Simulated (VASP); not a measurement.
# ZrB2 (P6/mmm) in VASP: further runs, part 2 of 3

VASP 6.6.1.

### 3 Single point, PBE (volume scaled by 1.02)

Contents of INCAR:

```
SYSTEM = ZrB2
PREC = Accurate
ENCUT = 520
EDIFF = 1E-7
ISMEAR = -1
SIGMA = 0.05
LREAL = .False.
LASPH = .True.
NELM = 100
ALGO = Normal
ISIF = 2
LWAVE = .False.
LCHARG = .False.
GGA = PE
NBANDS = 16
```

Contents of KPOINTS:

```
Automatic mesh
0
Gamma
  12 12 9
  0 0 0
```

Contents of POSCAR:

```
ZrB2
1.0
    3.1859607001      0.0000000000      0.0000000000
   -1.5929803501      2.7591229018      0.0000000000
    0.0000000000      0.0000000000      3.5433119376
Zr B
1 2
Direct
    0.0000000000      0.0000000000      0.0000000000
    0.3333333333      0.6666666667      0.5000000000
    0.6666666667      0.3333333333      0.5000000000
```

Potentials or basis: VASP PAW PBE potentials, release 64 (Zr_sv, B).

Command:

```console
$ cat potpaw_PBE.64/Zr_sv/POTCAR potpaw_PBE.64/B/POTCAR > POTCAR
$ mpirun -np 1 vasp_std > vasp.out
```

OUTCAR:

```text
SYSTEM = ZrB2
   PREC = Accurate
   ENCUT = 520
   EDIFF = 1E-7
   ISMEAR = -1
   LREAL = .False.
   LASPH = .True.
   NELM = 100
   ISIF = 2
   GGA = PE

 ion  position               nearest neighbor table
   1  0.000  0.000  0.000-   2 2.55   3 2.55   2 2.55   3 2.55   3 2.55   3 2.55   2 2.55   2 2.55
                             3 2.55   3 2.55   2 2.55   2 2.55
   2  0.333  0.667  0.500-   3 1.84   3 1.84   3 1.84   1 2.55   1 2.55   1 2.55   1 2.55   1 2.55
                             1 2.55
   3  0.667  0.333  0.500-   2 1.84   2 1.84   2 1.84   1 2.55   1 2.55   1 2.55   1 2.55   1 2.55
                             1 2.55

  LATTYP: Found a hexagonal cell.
 ALAT       =     3.1859607001
 C/A-ratio  =     1.1121643583

  Lattice vectors:

 A1 = (   3.1859607001,   0.0000000000,   0.0000000000)
 A2 = (  -1.5929803501,   2.7591229018,   0.0000000000)
 A3 = (   0.0000000000,   0.0000000000,   3.5433119376)

Analysis of symmetry for initial positions (statically):
=====================================================================
 Subroutine PRICEL returns:
 Original cell was already a primitive cell.

 Routine SETGRP: Setting up the symmetry group for a
 hexagonal supercell.

 Subroutine GETGRP returns: Found 24 space group operations
 (whereof 24 operations were pure point group operations)
 out of a pool of 24 trial point group operations.

The static configuration has the point symmetry D_6h.

Analysis of symmetry for dynamics (positions and initial velocities):
=====================================================================
 Subroutine PRICEL returns:
 Original cell was already a primitive cell.

 Routine SETGRP: Setting up the symmetry group for a
 hexagonal supercell.

 Subroutine GETGRP returns: Found 24 space group operations
 (whereof 24 operations were pure point group operations)
 out of a pool of 24 trial point group operations.

The dynamic configuration has the point symmetry D_6h.

 Subroutine INISYM returns: Found 24 space group operations
 (whereof 24 operations are pure point group operations),
 and found     1 'primitive' translations

----------------------------------------------------------------------------------------

                                     Primitive cell

  volume of cell :      31.1473

  direct lattice vectors                    reciprocal lattice vectors
     3.185960700  0.000000000  0.000000000     0.313877067  0.181217009  0.000000000
    -1.592980350  2.759122902  0.000000000     0.000000000  0.362434018  0.000000000
     0.000000000  0.000000000  3.543311938     0.000000000  0.000000000  0.282221836

  length of vectors
     3.185960700  3.185960700  3.543311938     0.362434018  0.362434018  0.282221836

  position of ions in fractional coordinates (direct lattice)
     0.000000000  0.000000000  0.000000000
     0.333333333  0.666666667  0.500000000
     0.666666667  0.333333333  0.500000000

  ion indices of the primitive-cell ions
   primitive index   ion index
                 1           1
                 2           2
                 3           3

----------------------------------------------------------------------------------------

 KPOINTS: Automatic mesh

Automatic generation of k-mesh.
 Grid dimensions read from file:
 generate k-points for:   12   12    9

 Generating k-lattice:

  Cartesian coordinates                     Fractional coordinates (reciprocal lattice)
     0.026156422  0.015101417  0.000000000     0.083333333  0.000000000  0.000000000
     0.000000000  0.030202835  0.000000000     0.000000000  0.083333333  0.000000000
     0.000000000  0.000000000  0.031357982     0.000000000  0.000000000  0.111111111

  Length of vectors
     0.030202835  0.030202835  0.031357982

  Shift w.r.t. Gamma in fractional coordinates (k-lattice)
     0.000000000  0.000000000  0.000000000

 Subroutine IBZKPT returns following result:
 ===========================================

 Found     95 irreducible k-points:

 Following reciprocal coordinates:
            Coordinates               Weight
  0.000000  0.000000  0.000000      1.000000
  0.083333  0.000000  0.000000      6.000000
  0.166667 -0.000000  0.000000      6.000000
  0.250000 -0.000000  0.000000      6.000000
  0.333333 -0.000000  0.000000      6.000000
  0.416667  0.000000  0.000000      6.000000
[... 16 lines left out ...]
  0.250000 -0.000000  0.111111     12.000000
  0.333333 -0.000000  0.111111     12.000000
 [... further k-points ...]
   k-points           NKPTS =     95   k-points in BZ     NKDIM =     95   number of bands    NBANDS=     16
   number of dos      NEDOS =    301   number of ions     NIONS =      3
   total plane-waves  NPLWV =  16128
   dimension x,y,z NGX =    24 NGY =   24 NGZ =   28
   dimension x,y,z NGXF=    48 NGYF=   48 NGZF=   56
   ions per type =               1   2
   NGX,Y,Z   is equivalent  to a cutoff of  12.52, 12.52, 13.14 a.u.
   NGXF,Y,Z  is equivalent  to a cutoff of  25.05, 25.05, 26.27 a.u.
 SYSTEM =  ZrB2
   PREC   = accura    normal or accurate (medium, high low for compatibility)
   ISTART =      0    job   : 0-new  1-cont  2-samecut
   ICHARG =      2    charge: 1-file 2-atom 10-const
   ISPIN  =      1    spin polarized calculation?
   LNONCOLLINEAR =      F non collinear calculations
   LSORBIT =      F    spin-orbit coupling
   LASPH  =      T    aspherical Exc in radial PAW
   ENCUT  =  520.0 eV  38.22 Ry    6.18 a.u.   5.92  5.92  6.59*2*pi/ulx,y,z
   NELM   =    100;   NELMIN=  2; NELMDL= -5     # of ELM steps
   EDIFF  = 0.1E-06   stopping-criterion for ELM
   LREAL  =      F    real-space projection
   EDIFFG = 0.1E-05   stopping-criterion for IOM
   NSW    =      0    number of steps for IOM
   IBRION =     -1    ionic relax: 0-MD 1-quasi-New 2-CG
   NFREE  =      0    steps in history (QN), initial steepest desc. (CG)
   ISIF   =      2    stress and relaxation
   ISYM   =      2    0-nonsym 1-usesym 2-fastsym
   POTIM  = 0.5000    time-step for ionic-motion
   TEBEG  =    0.0;   TEEND  =   0.0 temperature during run
   PSTRESS=    0.0 pullay stress
   NELECT =      18.0000    total number of electrons
   NUPDOWN=      -1.0000    fix difference up-down
   EMIN   =  10.00;   EMAX   =-10.00  energy-range for DOS
   EFERMI =   0.00;   METHOD = LEGACY
   ISMEAR =    -1;   SIGMA  =   0.05  broadening in eV -4-tet -1-fermi 0-gaus
   EFERMI_NEDOS =   21; number of points for ismear=-14 and -15
   IALGO  =     38    algorithm
   IMIX   =      4    mixing-type and parameters
     AMIX     =   0.40;   BMIX     =  1.00
     AMIX_MAG =   1.60;   BMIX_MAG =  1.00
  volume/ion in A,a.u.               =      10.38        70.06
  Fermi-wavevector in a.u.,A,eV,Ry     =   1.363616  2.576860 25.299330  1.859448
  Thomas-Fermi vector in A             =   2.490003
   LORBIT       =      0    0 simple, 1 ext, 2 COOP (PROOUT), +10 PAW based schemes
   GGA     = PE    functional components
   LHFCALC =     F    Hartree Fock is set to
   AEXX    =    0.0000 exact exchange contribution
   IVDW    =     0    specifies the selected vdW correction
   LEPSILON=     F    determine dielectric tensor
   LRPA    =     F    only Hartree local field effects (RPA)
 non-spin polarized calculation
  energy-cutoff  :      520.00
  volume of cell :       31.15
 maximum number of plane-waves:       852
 NGX is ok and might be reduce to    24
   NGX = 11   NGY = 11   NGZ = 13

 number of electron      18.0000000 magnetization

 Free energy of the ion-electron system (eV)
  ---------------------------------------------------
  ext. energy  EPLUGINS =         0.00000000
  ---------------------------------------------------
  free energy    TOTEN  =       -24.97994229 eV

  energy without entropy =      -24.97796170  energy(sigma->0) =      -24.97895200

 E-fermi :  10.4647     XC(G=0): -12.3829

 val. band max:       10.4630993116   @ k =   0.1667   0.1667   0.1111
 cond. band min:      10.5368963602   @ k =   0.1667   0.1667   0.2222
 fundamental gap:      0.0737970486
 Fermi energy:        10.4647227525

 k-point     1 :       0.0000    0.0000    0.0000
  band No.  band energies     occupation
      1     -38.2901      2.00000
      2     -16.4678      2.00000
      3     -15.9377      2.00000
      4     -15.9377      2.00000
      5      -2.2822      2.00000
      6       7.7647      2.00000
[... 8 lines left out ...]
     15      15.4622      0.00000
     16      15.4622      0.00000
[... 419 lines left out ...]
 k-point    24 :       0.3333   -0.0000    0.1111
  band No.  band energies     occupation
      1     -38.2065      2.00000
      2     -16.6124      2.00000
      3     -16.3806      2.00000
      4     -16.0872      2.00000
      5      -0.2468      2.00000
      6       3.9444      2.00000
[... 8 lines left out ...]
     15      17.9296      0.00000
     16      20.7891      0.00000

 [... further k-points ...]
[... 5 lines left out ...]
  --------------------------------------------------------------------------------------
  -------------------------------------------------------------------------------------
  Total       -0.5503465     -0.5503465     -0.1840741      0.0000000      0.0000000      0.0000000
  in kB      -28.3090917    -28.3090917     -9.4685265      0.0000000      0.0000000      0.0000000
  external PRESSURE =     -22.0289033 kB  Pullay stress =       0.0000000 kB

 VOLUME and BASIS-vectors are now :
 -----------------------------------------------------------------------------
  energy-cutoff  :      520.00
  volume of cell :       31.15
      direct lattice vectors                 reciprocal lattice vectors
     3.185960700  0.000000000  0.000000000     0.313877067  0.181217009  0.000000000
    -1.592980350  2.759122902  0.000000000     0.000000000  0.362434018  0.000000000
     0.000000000  0.000000000  3.543311938     0.000000000  0.000000000  0.282221836

 POSITION                                       TOTAL-FORCE (eV/Angst)
 -----------------------------------------------------------------------------------
      0.00000      0.00000      0.00000         0.000000      0.000000      0.000000
     -0.00000      1.83942      1.77166         0.000000      0.000000      0.000000
      1.59298      0.91971      1.77166        -0.000000      0.000000      0.000000
 -----------------------------------------------------------------------------------
    total drift:                               -0.000000      0.000000     -0.000000

  FREE ENERGIE OF THE ION-ELECTRON SYSTEM (eV)
  ---------------------------------------------------
  free  energy   TOTEN  =       -24.9799422898 eV

  energy  without entropy=      -24.9779617034  energy(sigma->0) =      -24.97895200
```

stdout:

```text
POSCAR found type information on POSCAR ZrB
 POSCAR found :  2 types and       3 ions
 scaLAPACK will be used
 LDA part: xc-table for (Slater+PW92), standard interpolation
 POSCAR, INCAR and KPOINTS ok, starting setup
 FFT: planning ... GRIDC
 FFT: planning ... GRID_SOFT
 FFT: planning ... GRID
 WAVECAR not read
 entering main loop
```

It took 20 s on 1 thread of Intel Xeon 6975P-C (Granite Rapids), shared host; peak memory 0.17 GiB.

Results:

| Property | Result |
| --- | --- |
| Free energy | -24.9799 eV |
| Pressure | -2.2 GPa |
| Band gap on the k mesh | zero (band 9 reaches 11.12 eV, above the bottom of band 10 at 9.86 eV) |

Levels at points of the mesh, in eV from the Fermi level:
```
           k point  band 7  band 8  band 9  band 10  band 11  band 12
(0.00, 0.00, 0.00)   -2.70   -2.63   -2.42     3.26     3.26     4.05
(0.50, 0.00, 0.00)   -3.92   -3.13   -2.73     2.13     2.19     4.74
```

### 4 Single point, PBE (equal xx and yy strain of +2 %)

Contents of INCAR:

```
PREC = Accurate
ENCUT = 520
EDIFF = 1E-7
ISMEAR = -1
SIGMA = 0.05
LREAL = False
LASPH = True
NELM = 60
ALGO = Normal
ISIF = 2
LWAVE = False
LCHARG = True
GGA = PE
LELF = True
LVHAR = True
NBANDS = 16
```

Contents of KPOINTS:

```
Automatic mesh
0
Gamma
  12 12 9
```

Contents of POSCAR:

```
ZrB2
1.0
    3.2282998220      0.0000000000      0.0000000000
   -1.6141499111      2.7957896569      0.0000000000
    0.0000000000      0.0000000000      3.5200000000
Zr B
1 2
Direct
    0.0000000000      0.0000000000      0.0000000000
    0.3333333333      0.6666666667      0.5000000000
    0.6666666667      0.3333333333      0.5000000000
```

Command:

```console
$ cat potpaw_PBE.64/Zr_sv/POTCAR potpaw_PBE.64/B/POTCAR > POTCAR
$ mpirun -np 1 vasp_std > vasp.out
```

Run time: 19 s. Hardware: 1 thread of Intel Xeon 6975P-C (Granite Rapids), shared host; peak memory 0.17 GiB.

Results (log left out):

```yaml
Free_energy: -24.9488 eV
Pressure: -6.8 GPa
Band_gap_on_the_k_mesh: zero (band 9 reaches 10.73 eV, above the bottom of band 10 at 9.73 eV)
```

Stress tensor (GPa, compression positive):
```
-9.71  0.00  0.00
 0.00 -9.71  0.00
 0.00  0.00 -1.08
```

Levels at points of the mesh, in eV from the Fermi level:
```
           k point  band 5  band 6  band 7  band 8  band 9  band 10  band 11  band 12  band 13  band 14
(0.00, 0.00, 0.00)  -12.63   -2.79   -2.79   -2.53   -2.27     3.16     3.16     4.11     4.11     4.25
(0.50, 0.00, 0.00)   -8.92   -8.58   -3.73   -3.14   -2.69     2.16     2.16     4.48     4.68     6.31
```

Caveat: the cell differs from its parent crystal (equal xx and yy strain of +2 %).

(Continued in part 3 of 3.)
